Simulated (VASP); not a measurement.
Write the native input for VASP 6.6.1 that does the following.

```
Task                   : single point
Functional             : r2SCAN
Potentials or basis    : VASP PAW PBE potentials, release 64 (Hf_pv, O)
Cutoff                 : 520 eV
k mesh                 : 6 × 6 × 3
Occupations            : gaussian, width 0.05 eV
Spin                   : no spin polarisation
Dipole correction      : no
Further INCAR settings : ALGO = Normal; EDIFF = 1e-06; NBANDS = 56
```

The system is HfO2.

```
Hf O
1.0
    -2.55750   -2.55750    0.00000
     2.55750   -2.55750    0.00000
     0.00000    0.00000   14.73000
Hf O
4 8
Direct
  0.00000 0.00000 0.65109
  0.50000 0.50000 0.13022
  0.00000 0.00000 0.30384
  0.50000 0.50000 0.47747
  0.50000 0.00000 0.04341
  0.00000 0.50000 0.21703
  0.50000 0.00000 0.39066
  0.00000 0.50000 0.56428
  0.50000 0.00000 0.21703
  0.00000 0.50000 0.39066
  0.50000 0.00000 0.56428
  0.00000 0.50000 0.04341
```

This cell differs from its parent crystal: the distance across one plane changed.

One way to write it, as run:

POSCAR

```
HfO2
1.0
   -2.5575000000     -2.5575000000      0.0000000000
    2.5575000000     -2.5575000000      0.0000000000
    0.0000000000      0.0000000000     14.7300000000
Hf O
4 8
Direct
    0.0000000000      0.0000000000      0.6510947047
    0.5000000000      0.5000000000      0.1302189409
    0.0000000000      0.0000000000      0.3038441955
    0.5000000000      0.5000000000      0.4774694501
    0.5000000000      0.0000000000      0.0434063136
    0.0000000000      0.5000000000      0.2170315682
    0.5000000000      0.0000000000      0.3906568228
    0.0000000000      0.5000000000      0.5642820774
    0.5000000000      0.0000000000      0.2170315682
    0.0000000000      0.5000000000      0.3906568228
    0.5000000000      0.0000000000      0.5642820774
    0.0000000000      0.5000000000      0.0434063136
```

INCAR.step1

```
ALGO = Normal ; EDIFF = 1E-4
ENCUT = 520 ; GGA = PE
ISMEAR = 0 ; LASPH = True
LCHARG = False ; LREAL = False
LWAVE = True ; NBANDS = 56
NELM = 60 ; PREC = Accurate
SIGMA = 0.05
```

INCAR.step2

```
ALGO = Normal ; EDIFF = 1E-6
ENCUT = 520 ; ISIF = 2
ISMEAR = 0 ; ISTART = 1
LASPH = True ; LCHARG = False
LMIXTAU = True ; LREAL = False
LWAVE = False ; METAGGA = R2SCAN
NBANDS = 56 ; NELM = 60
PREC = Accurate ; SIGMA = 0.05
```

KPOINTS

```
k-points
0
Gamma
  6 6 3
```

Potentials or basis: VASP PAW PBE potentials, release 64 (Hf_pv, O).

Launch:

```sh
$ cat potpaw_PBE.64/Hf_pv/POTCAR potpaw_PBE.64/O/POTCAR > POTCAR
$ cp INCAR.step1 INCAR
$ mpirun -np 1 vasp_std > vasp.out
$ cp INCAR.step2 INCAR
$ mpirun -np 1 vasp_std > vasp.out
```

It gave:

| Quantity | Value |
| --- | --- |
| Pressure | -12.1 GPa |
| Largest force | 3.392 eV/Å |
| Band gap on the k mesh | zero (bands 44 and 45 overlap by 0.57 eV) |

Caveat: the cell differs from its parent crystal (the distance across one plane changed); the cell stands under tension; the PAW data sets were made with another functional, which shifts forces and pressure a little; spin-orbit coupling is left out, which moves the levels of the heavy elements.

It took 24 min on 1 thread of Oxide Virtual Turin-like Processor, on a shared host, peak memory 0.39 GiB.
